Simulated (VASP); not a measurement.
Wanted: the native input for a VASP 6.6.1 run.

| Property | Result |
| --- | --- |
| Task | single point |
| Functional | PBE |
| Potentials or basis | VASP PAW PBE potentials, release 64 (Zr_sv, Si, Ge_d, Pd) |
| Cutoff | 500 eV |
| k mesh | 8 × 8 × 2 |
| Occupations | gaussian, width 0.1 eV |
| Spin | no spin polarisation |
| Dipole correction | no |
| Further INCAR settings | ALGO = Normal; EDIFF = 1e-06; NBANDS = 78 |

The structure of Zr2Si4GePd lies in POSCAR:

```
Zr2Si4GePd
1.0
    3.6535332664      0.0000000000      0.0000000000
    0.0000000000      3.8751455376      0.0000000000
    0.0000000000      0.0000000000     19.5466642247
Zr Si Ge Pd
4 8 2 2
Direct
    0.5000000000      0.0000000000      0.1590141917
    0.0000000000      0.5000000000      0.8409858083
    0.0000000000      0.0000000000      0.6870492471
    0.5000000000      0.5000000000      0.3129507529
    0.0000000000      0.0000000000      0.0038739623
    0.5000000000      0.5000000000      0.9961260377
    0.0000000000      0.5000000000      0.2011349593
    0.5000000000      0.0000000000      0.7988650407
    0.5000000000      0.0000000000      0.5210932327
    0.0000000000      0.5000000000      0.4789067673
    0.0000000000      0.0000000000      0.2680345892
    0.5000000000      0.5000000000      0.7319654108
    0.0000000000      0.0000000000      0.3929564630
    0.5000000000      0.5000000000      0.6070435370
    0.5000000000      0.0000000000      0.9204635305
    0.0000000000      0.5000000000      0.0795364695
```

One way to write it, as run:

INCAR

```
SYSTEM = Zr2Si4GePd
PREC     = Accurate       ! precision mode
ENCUT    = 500            ! plane-wave cutoff, eV
EDIFF    = 1E-6           ! SCF threshold, eV
ISMEAR   = 0              ! smearing method
SIGMA    = 0.1            ! smearing width, eV
LREAL    = .False.        ! projectors in reciprocal space
LASPH    = .True.         ! aspherical terms in the spheres
NELM     = 120            ! most SCF steps
ALGO     = Normal         ! electronic algorithm
ISIF     = 2              ! what is computed and relaxed
LWAVE    = .False.        ! write WAVECAR
LCHARG   = .False.        ! write CHGCAR
GGA      = PE             ! functional
NBANDS   = 78             ! bands
GGA_COMPAT= .False.
```

KPOINTS

```
Automatic mesh
0
Gamma
  8 8 2
  0 0 0
```

Potentials or basis: VASP PAW PBE potentials, release 64 (Zr_sv, Si, Ge_d, Pd).

Launch:

```sh
$ cat potpaw_PBE.64/Zr_sv/POTCAR potpaw_PBE.64/Si/POTCAR potpaw_PBE.64/Ge_d/POTCAR potpaw_PBE.64/Pd/POTCAR > POTCAR
$ mpirun -np 1 vasp_std > vasp.out
```

Results of the run:

| Quantity | Value |
| --- | --- |
| Pressure | 0.0 GPa |
| Largest force | 0.014 eV/Å |
| Band gap on the k mesh | zero (bands 64 and 65 overlap by 0.66 eV) |

It took 12 min on 1 thread of Intel(R) Xeon(R) 6975P-C (Granite Rapids) (shared host), peak memory 0.88 GiB.
